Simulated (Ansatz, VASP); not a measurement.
One calculation of InAs, two programs

File INCAR:

```
PREC     = Accurate       # precision mode
ENCUT    = 520            # plane-wave cutoff, eV
EDIFF    = 1E-6           # SCF threshold, eV
ISMEAR   = 0              # smearing method
SIGMA    = 0.15           # smearing width, eV
LREAL    = F              # projectors in reciprocal space
LASPH    = T              # aspherical terms in the spheres
NELM     = 60             # most SCF steps
ALGO     = Normal         # electronic algorithm
ISIF     = 2              # what is computed and relaxed
LWAVE    = F              # write WAVECAR
LCHARG   = F              # write CHGCAR
GGA      = PS             # functional
NBANDS   = 16             # bands
```

KPOINTS

```
Automatic mesh
0
Gamma
  14 14 14
```

The input POSCAR:

```
InAs
1.0
    0.0000000000      3.0517563438      2.7862287444
    2.7862287444      0.0000000000      2.7862287444
    2.7862287444      3.0517563438      0.0000000000
In As
1 1
Direct
    0.0000000000      0.0000000000      0.0000000000
    0.7500000000      0.7500000000      0.7500000000
```

Input for Ansatz:

```yaml
crystal:
  lattice:
    - [0.0, 3.0517563438, 2.7862287444]
    - [2.7862287444, 0.0, 2.7862287444]
    - [2.7862287444, 3.0517563438, 0.0]
  atoms:
    - { symbol: In, position: [0.0, 0.0, 0.0] }
    - { symbol: As, position: [0.75, 0.75, 0.75] }
basis:
  ecutwfc: 420
kpoints:
  mp_grid: { grid: [14, 14, 14] }
hamiltonian:
  xc: pbesol
  pseudopotentials: { kind: paw, azcp: { folder: soft_1 } }
scf:
  occupations: { method: gaussian, width: 0.15 }
output:
  forces: true
  stress: true
  eigenvalues: true
```

Alike in both runs: task single point; functional PBEsol; k mesh 14 × 14 × 14; occupations gaussian, width 0.15 eV; no spin polarisation.

|  | VASP | Ansatz |
| --- | --- | --- |
| version | VASP 6.6.1 | Ansatz 0.2.0 |
| potentials or method | VASP PAW PBE potentials, release 64 (In_d, As), cutoff 520 eV | scalar-relativistic, plane waves, PAW |
| valence electrons in the cell | 18 | 28 |

Ansatz gave:

```
gap on the k mesh at the Fermi level (eV)                     : 0.26
least direct gap on the mesh (eV)                             : 0.26
pressure (GPa)                                                : 14.3
traceless stress, the component that is largest in VASP (GPa) : -2.08
```

Estimate VASP's values.

gap on the k mesh at the Fermi level (eV): 0.27; least direct gap on the mesh (eV): 0.27; pressure (GPa): 14.4; traceless stress, the component that is largest in VASP (GPa): -2.08.

VASP's potentials were made for PBE, not for PBEsol, and Ansatz warns of the same on its side. VASP's potentials hold 18 valence electrons a cell and Ansatz's 28, so a difference there can come from the potentials and not from the codes.
